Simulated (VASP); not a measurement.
# Al2Cu (I4/mcm) in VASP: further runs, part 2 of 2

VASP 6.6.1. The steps go on from the part before.

## (3) Single point, PBEsol

The input, INCAR:

```
PREC     = Accurate       # precision mode
ENCUT    = 520            # plane-wave cutoff, eV
EDIFF    = 1E-6           # SCF threshold, eV
ISMEAR   = 0              # smearing method
SIGMA    = 0.15           # smearing width, eV
LREAL    = False          # projectors in reciprocal space
LASPH    = True           # aspherical terms in the spheres
NELM     = 60             # most SCF steps
ALGO     = Fast           # electronic algorithm
ISIF     = 2              # what is computed and relaxed
LWAVE    = False          # write WAVECAR
LCHARG   = False          # write CHGCAR
GGA      = PS             # functional
NBANDS   = 26             # bands
```

The input, KPOINTS:

```
regular mesh
0
Gamma
  10 10 10
```

The input, POSCAR:

```
Al2Cu
1.0
   -3.0864000000      3.0864000000      2.5103500000
    3.0864000000     -3.0864000000      2.5103500000
    3.0864000000      3.0864000000     -2.5103500000
Al Cu
4 2
Direct
    0.1593210787      0.6593210787      0.8186421574
    0.6593210787      0.8406789213      0.5000000000
    0.8406789213      0.3406789213      0.1813578426
    0.3406789213      0.1593210787      0.5000000000
    0.7500000000      0.7500000000      0.0000000000
    0.2500000000      0.2500000000      0.0000000000
```

Potentials or basis: VASP PAW PBE potentials, release 64 (Al, Cu).

Run with:

```
$ cat potpaw_PBE.64/Al/POTCAR potpaw_PBE.64/Cu/POTCAR > POTCAR
$ mpirun -np 1 vasp_std > vasp.out
```

OUTCAR:

```text
PREC = Accurate
   ENCUT = 520
   EDIFF = 1E-6
   ISMEAR = 0
   LREAL = False
   LASPH = True
   NELM = 60
   ISIF = 2
   GGA = PS

 ion  position               nearest neighbor table
   1  0.159  0.659  0.819-   5 2.64   6 2.64   5 2.64   6 2.64   3 2.78   3 2.97   3 2.97   4 3.19
                             2 3.19   2 3.19   4 3.19   4 3.28   2 3.28   2 3.28   4 3.28
   2  0.659  0.841  0.500-   6 2.64   5 2.64   5 2.64   6 2.64   4 2.78   4 2.97   4 2.97   3 3.19
                             1 3.19   1 3.19   3 3.19   1 3.28   3 3.28   1 3.28   3 3.28
   3  0.841  0.341  0.181-   5 2.64   6 2.64   5 2.64   6 2.64   1 2.78   1 2.97   1 2.97   2 3.19
                             4 3.19   4 3.19   2 3.19   4 3.28   2 3.28   4 3.28   2 3.28
   4  0.341  0.159  0.500-   5 2.64   6 2.64   6 2.64   5 2.64   2 2.78   2 2.97   2 2.97   3 3.19
                             1 3.19   1 3.19   3 3.19   1 3.28   3 3.28   3 3.28   1 3.28
   5  0.750  0.750  0.000-   6 2.51   6 2.51   4 2.64   2 2.64   4 2.64   2 2.64   1 2.64   3 2.64
                             3 2.64   1 2.64
   6  0.250  0.250  0.000-   5 2.51   5 2.51   2 2.64   4 2.64   2 2.64   4 2.64   3 2.64   1 2.64
                             1 2.64   3 2.64

  LATTYP: Found a body centered tetragonal cell.
 ALAT       =     6.1728000000
 C/A-ratio  =     0.8133586055

  Lattice vectors:

[... 191 lines left out ...]

 val. band max:        7.1225473333   @ k =  -0.3000  -0.3000   0.3000
 cond. band min:       7.1329782487   @ k =   0.5000   0.5000   0.2000
 fundamental gap:      0.0104309154
 Fermi energy:         7.1226691886

 k-point     1 :       0.0000    0.0000    0.0000
  band No.  band energies     occupation
      1      -3.1144      2.00000
      2       2.1593      2.00000
      3       2.3702      2.00000
      4       2.3702      2.00000
      5       2.4346      2.00000
      6       3.2290      2.00000
[... 685 lines left out ...]
     25      13.8557      0.00000
     26      13.9420      0.00000

 [... further k-points ...]
[... 5 lines left out ...]
  --------------------------------------------------------------------------------------
  -------------------------------------------------------------------------------------
  Total       -4.8905091     -4.8905091     -5.5066925      0.0000000      0.0000000      0.0000000
  in kB      -81.9154773    -81.9154773    -92.2364799      0.0000000      0.0000000      0.0000000
  external PRESSURE =     -85.3558115 kB  Pullay stress =       0.0000000 kB

 VOLUME and BASIS-vectors are now :
 -----------------------------------------------------------------------------
  energy-cutoff  :      520.00
  volume of cell :       95.65
      direct lattice vectors                 reciprocal lattice vectors
    -3.086400000  3.086400000  2.510350000     0.000000000  0.162001037  0.199175414
     3.086400000 -3.086400000  2.510350000     0.162001037  0.000000000  0.199175414
     3.086400000  3.086400000 -2.510350000     0.162001037  0.162001037  0.000000000

 POSITION                                       TOTAL-FORCE (eV/Angst)
 -----------------------------------------------------------------------------------
      4.06986      0.98346      0.00000         0.052253      0.052253      0.000000
      2.10294      0.98346      2.51035        -0.052253      0.052253      0.000000
     -0.98346      2.10294      2.51035        -0.052253     -0.052253     -0.000000
      0.98346      2.10294      0.00000         0.052253     -0.052253     -0.000000
      0.00000      0.00000      3.76552         0.000000     -0.000000      0.000000
      0.00000      0.00000      1.25517         0.000000     -0.000000      0.000000
 -----------------------------------------------------------------------------------
    total drift:                               -0.000000     -0.000000      0.000000

  FREE ENERGIE OF THE ION-ELECTRON SYSTEM (eV)
  ---------------------------------------------------
  free  energy   TOTEN  =       -25.7742602378 eV

  energy  without entropy=      -25.7510684519  energy(sigma->0) =      -25.76266434
```

OSZICAR:

```text
N       E                     dE             d eps       ncg     rms          rms(c)
DAV:   1     0.179168956595E+03    0.17917E+03   -0.13497E+04  5304   0.143E+03
DAV:   2    -0.192756937203E+02   -0.19844E+03   -0.18618E+03  5312   0.280E+02
DAV:   3    -0.302849083975E+02   -0.11009E+02   -0.10324E+02  6894   0.865E+01
DAV:   4    -0.306179420292E+02   -0.33303E+00   -0.33137E+00  7866   0.128E+01
[... 10 lines left out ...]
RMM:  15    -0.257742587539E+02   -0.10690E-04   -0.35320E-04  7872   0.122E-01    0.629E-03
RMM:  16    -0.257742746813E+02   -0.15927E-04   -0.39214E-05  6549   0.694E-02    0.248E-02
RMM:  17    -0.257742586787E+02    0.16003E-04   -0.27328E-05  6224   0.608E-02    0.131E-03
RMM:  18    -0.257742599494E+02   -0.12707E-05   -0.11343E-05  6214   0.206E-02    0.404E-03
RMM:  19    -0.257742602378E+02   -0.28838E-06   -0.21242E-06  4523   0.156E-02
   1 F= -.25774260E+02 E0= -.25762664E+02  d E =-.231918E-01
```

Run time: 4.1 min. Hardware: 1 thread of AMD EPYC 9R45 (Zen 5), shared host; peak memory 0.35 GiB.

What came out:

```
Free energy            : -25.7743 eV
Pressure               : -8.5 GPa
Largest force          : 0.074 eV/Å
Band gap on the k mesh : zero (bands 17 and 18 overlap by 4.05 eV)
```

Forces in eV/Å, atoms in the order of the input:
```
Al   0.052  0.052  0.000
Al  -0.052  0.052  0.000
Al  -0.052 -0.052  0.000
Al   0.052 -0.052  0.000
Cu   0.000  0.000  0.000
Cu   0.000  0.000  0.000
```

Levels at points of the mesh, in eV from the Fermi level:
| k point | band 13 | band 14 | band 15 | band 16 | band 17 | band 18 | band 19 | band 20 | band 21 | band 22 |
| --- | --- | --- | --- | --- | --- | --- | --- | --- | --- | --- |
| (0.00, 0.00, 0.00) | -2.67 | -1.76 | -1.27 | -1.07 | -1.07 | -0.72 | -0.56 | 0.21 | 1.19 | 1.19 |
| (0.50, 0.00, 0.00) | -2.87 | -2.87 | -2.45 | -2.45 | 0.28 | 0.28 | 3.93 | 3.93 | 4.12 | 4.12 |
| (0.50, 0.50, 0.00) | -2.75 | -2.57 | -1.23 | -1.16 | -1.00 | -0.71 | 0.80 | 1.19 | 4.62 | 4.70 |
| (0.50, 0.50, 0.50) | -3.11 | -3.04 | -3.04 | -1.76 | 2.46 | 2.95 | 2.95 | 3.23 | 3.64 | 4.37 |

Caveat: the cell stands under tension; the PAW data sets were made with another functional, which shifts forces and pressure a little.

## (4) Single point, PBEsol

INCAR is that of step 3.

KPOINTS is that of step 3.

Changes to POSCAR since step 3:

```diff
@@ -2,5 +2,5 @@
 1.0
-   -3.0864000000      3.0864000000      2.5103500000
-    3.0864000000     -3.0864000000      2.5103500000
-    3.0864000000      3.0864000000     -2.5103500000
+   -3.1163500000      3.1163500000      2.4621000000
+    3.1163500000     -3.1163500000      2.4621000000
+    3.1163500000      3.1163500000     -2.4621000000
 Al Cu
```

Run with:

```
$ cat potpaw_PBE.64/Al/POTCAR potpaw_PBE.64/Cu/POTCAR > POTCAR
$ mpirun -np 1 vasp_std > vasp.out
```

It took 3.6 min on 1 thread of AMD EPYC 9R45 (Zen 5), shared host; peak memory 0.35 GiB.

It converged, with:

```
Free energy            : -25.7693 eV
Pressure               : -8.4 GPa
Largest force          : 0.013 eV/Å
Band gap on the k mesh : zero (bands 17 and 18 overlap by 4.32 eV)
```

Forces on the atoms (eV/Å):
```
Al   0.009  0.009  0.000
Al  -0.009  0.009  0.000
Al  -0.009 -0.009  0.000
Al   0.009 -0.009  0.000
Cu   0.000  0.000  0.000
Cu   0.000  0.000  0.000
```

Stress tensor (GPa, compression positive):
```
-9.11  0.00  0.00
 0.00 -9.11  0.00
 0.00  0.00 -7.02
```

Levels at points of the mesh, in eV from the Fermi level:
| k point | band 14 | band 15 | band 16 | band 17 | band 18 | band 19 | band 20 | band 21 |
| --- | --- | --- | --- | --- | --- | --- | --- | --- |
| (0.00, 0.00, 0.00) | -1.95 | -1.15 | -1.04 | -1.04 | -0.86 | -0.42 | 0.18 | 1.31 |
| (0.50, 0.00, 0.00) | -2.94 | -2.51 | -2.51 | 0.14 | 0.14 | 3.69 | 3.69 | 4.03 |
| (0.50, 0.50, 0.00) | -2.52 | -1.43 | -1.24 | -1.01 | -0.60 | 0.57 | 0.94 | 4.52 |
| (0.50, 0.50, 0.50) | -3.02 | -3.02 | -1.70 | 2.54 | 2.94 | 2.94 | 3.10 | 3.72 |

Caveat: the cell stands under tension; the PAW data sets were made with another functional, which shifts forces and pressure a little.

## (5) Single point, PBEsol

This run uses another cell than the first one, of 16.09 Å³/atom.

The input, INCAR:

```
SYSTEM = Al2Cu
PREC = Accurate ; ENCUT = 520
EDIFF = 1E-6 ; ISMEAR = 0
SIGMA = 0.15 ; LREAL = .False.
LASPH = .True. ; NELM = 60
ALGO = Fast ; ISIF = 2
LWAVE = .False. ; LCHARG = .False.
GGA = PS ; NBANDS = 26
```

The input, KPOINTS:

```
regular mesh
0
Gamma
  10 10 10
  0 0 0
```

Changes to POSCAR since step 4:

```diff
@@ -2,5 +2,5 @@
 1.0
-   -3.1163500000      3.1163500000      2.4621000000
-    3.1163500000     -3.1163500000      2.4621000000
-    3.1163500000      3.1163500000     -2.4621000000
+   -3.1463500000      3.1463500000      2.4379500000
+    3.1463500000     -3.1463500000      2.4379500000
+    3.1463500000      3.1463500000     -2.4379500000
 Al Cu
```

Run with:

```
$ cat potpaw_PBE.64/Al/POTCAR potpaw_PBE.64/Cu/POTCAR > POTCAR
$ mpirun -np 1 vasp_std > vasp.out
```

Run time: 3.4 min. Hardware: 1 thread of AMD EPYC 9R45 (Zen 5), shared host; peak memory 0.35 GiB.

The run converged. Its results:

```yaml
Free_energy: -25.6966 eV
Pressure: -9.2 GPa
Largest_force: 0.021 eV/Å
Band_gap_on_the_k_mesh: zero (bands 17 and 18 overlap by 4.45 eV)
```

Forces in eV/Å, atoms in the order of the input:
```
Al  -0.015 -0.015  0.000
Al   0.015 -0.015  0.000
Al   0.015  0.015  0.000
Al  -0.015  0.015  0.000
Cu   0.000  0.000  0.000
Cu   0.000  0.000  0.000
```

Stress tensor (GPa, compression positive):
```
-10.65   0.00   0.00
  0.00 -10.65   0.00
  0.00   0.00  -6.38
```

Levels at points of the mesh, in eV from the Fermi level:
```csv
k point,band 14,band 15,band 16,band 17,band 18,band 19,band 20,band 21
"(0.00, 0.00, 0.00)",-2.07,-1.05,-1.00,-1.00,-1.00,-0.32,0.17,1.35
"(0.50, 0.00, 0.00)",-2.97,-2.54,-2.54,0.05,0.05,3.51,3.51,3.86
"(0.50, 0.50, 0.00)",-2.44,-1.55,-1.38,-0.94,-0.54,0.40,0.75,4.45
"(0.50, 0.50, 0.50)",-2.99,-2.99,-1.66,2.58,2.93,2.93,3.01,3.73
```

Caveat: the cell stands under tension; the PAW data sets were made with another functional, which shifts forces and pressure a little.

## (6) Single point, PBEsol

This run uses another cell than the first one, of 16.10 Å³/atom.

The input, INCAR:

```
SYSTEM = Al2Cu
PREC = Accurate
ENCUT = 520
EDIFF = 1E-7
ISMEAR = 0
SIGMA = 0.15
LREAL = .False.
LASPH = .True.
NELM = 100
ALGO = Fast
ISIF = 2
LWAVE = .False.
LCHARG = .False.
GGA = PS
NBANDS = 26
```

The input, KPOINTS:

```
Automatic mesh
0
Gamma
  10 10 10
  0 0 0
```

Changes to POSCAR since step 5:

```diff
@@ -2,5 +2,5 @@
 1.0
-   -3.1463500000      3.1463500000      2.4379500000
-    3.1463500000     -3.1463500000      2.4379500000
-    3.1463500000      3.1463500000     -2.4379500000
+   -3.0864000000      3.0864000000      2.5345000000
+    3.0864000000     -3.0864000000      2.5345000000
+    3.0864000000      3.0864000000     -2.5345000000
 Al Cu
```

Potentials or basis: VASP PAW PBE potentials, release 64 (Al, Cu).

Run with:

```
$ cat potpaw_PBE.64/Al/POTCAR potpaw_PBE.64/Cu/POTCAR > POTCAR
$ mpirun -np 1 vasp_std > vasp.out
```

Wall time 4.3 min (1 thread of AMD EPYC 9R45 (Zen 5), shared host); peak memory 0.35 GiB.

The run converged. Its results:

```
Free energy            : -25.7191 eV
Pressure               : -9.0 GPa
Largest force          : 0.097 eV/Å
Band gap on the k mesh : zero (bands 17 and 18 overlap by 3.94 eV)
```

Forces on the atoms (eV/Å):
```
Al   0.069  0.069  0.000
Al  -0.069  0.069  0.000
Al  -0.069 -0.069  0.000
Al   0.069 -0.069  0.000
Cu   0.000  0.000  0.000
Cu   0.000  0.000  0.000
```

Stress tensor (GPa, compression positive):
```
 -8.36   0.00   0.00
  0.00  -8.36   0.00
  0.00   0.00 -10.17
```

Levels at points of the mesh, in eV from the Fermi level:
```tsv
k point	band 14	band 15	band 16	band 17	band 18	band 19	band 20	band 21
(0.00, 0.00, 0.00)	-1.69	-1.30	-1.06	-1.06	-0.72	-0.58	0.22	1.12
(0.50, 0.00, 0.00)	-2.84	-2.42	-2.42	0.31	0.31	3.96	3.96	3.98
(0.50, 0.50, 0.00)	-2.57	-1.21	-1.16	-0.93	-0.75	0.86	1.25	4.64
(0.50, 0.50, 0.50)	-3.03	-3.03	-1.78	2.41	2.95	2.95	3.24	3.56
```

Caveat: the cell stands under tension; the PAW data sets were made with another functional, which shifts forces and pressure a little.

## (7) Overview

| cell | further INCAR settings | gap on the mesh (eV) | pressure (GPa) | largest force (eV/Å) |
| --- | --- | --- | --- | --- |
| a = 5.062 Å, angles 103.1, 103.1, 123.0°, 6 atoms | ALGO = Fast; EDIFF = 1e-07; NBANDS = 26 | none | -8.2 | 0.05 |
| a = 5.035 Å, angles 104.4, 104.4, 120.2°, 6 atoms | ALGO = Fast; EDIFF = 1e-06; NBANDS = 26 | none | -8.5 | 0.07 |
| a = 5.048 Å, angles 103.8, 103.8, 121.6°, 6 atoms | ALGO = Fast; EDIFF = 1e-06; NBANDS = 26 | none | -8.4 | 0.01 |
| a = 5.074 Å, angles 103.3, 103.3, 122.6°, 6 atoms | ALGO = Fast; EDIFF = 1e-06; NBANDS = 26 | none | -9.2 | 0.02 |
| a = 5.047 Å, angles 104.6, 104.6, 119.7°, 6 atoms | ALGO = Fast; EDIFF = 1e-07; NBANDS = 26 | none | -9.0 | 0.10 |

Alike in all rows: task single point; level PBEsol; potentials or basis VASP PAW PBE potentials, release 64 (Al, Cu); no spin polarisation; k mesh 10 × 10 × 10; cutoff (eV) 520; smearing gaussian 0.15 eV.

Caveats: the PAW data sets were made with another functional, which shifts forces and pressure a little; the cell stands under tension (at least some runs); the stress differs along the axes, from -10 to -4 GPa (at least some runs).

Total energies depend on the potentials used, so only differences within one code and one set of settings carry meaning.

The gap in the log of VASP goes by the Fermi energy; the results here count the filled bands.